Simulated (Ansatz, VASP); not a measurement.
**Two plane-wave programs on GaN**

```xyz
2
Lattice="0.0000 2.1085 2.1085 2.0246 0.0000 2.1085 2.0246 2.1085 0.0000" Properties=species:S:1:pos:R:3 pbc="T T T"
Ga    2.0246    2.1085    2.1085
N     0.0000    0.0000    0.0000
```

Change from the starting cell: uniaxial_x strain -4.0%.

Alike in both runs: task single point; functional PBE; k mesh 10 × 10 × 10; occupations fermi-dirac, width 0.02 eV; no spin polarisation.

|  | VASP | Ansatz |
| --- | --- | --- |
| version | VASP 6.6.1 | Ansatz 0.2.0 |
| potentials or method | VASP PAW PBE potentials, release 64 (Ga_d, N) | plane waves, PAW |
| plane-wave cutoff (eV) | 520 | 420 |
| valence electrons in the cell | 18 | 18 |

```tsv
	VASP	Ansatz	Ansatz less VASP
pressure (GPa)	20.9	20.0	-0.91
traceless stress, the component that is largest in VASP (GPa)	7.40	7.42	+0.015
```

With one functional, cell and mesh, what is left measures potentials, basis and numerics.
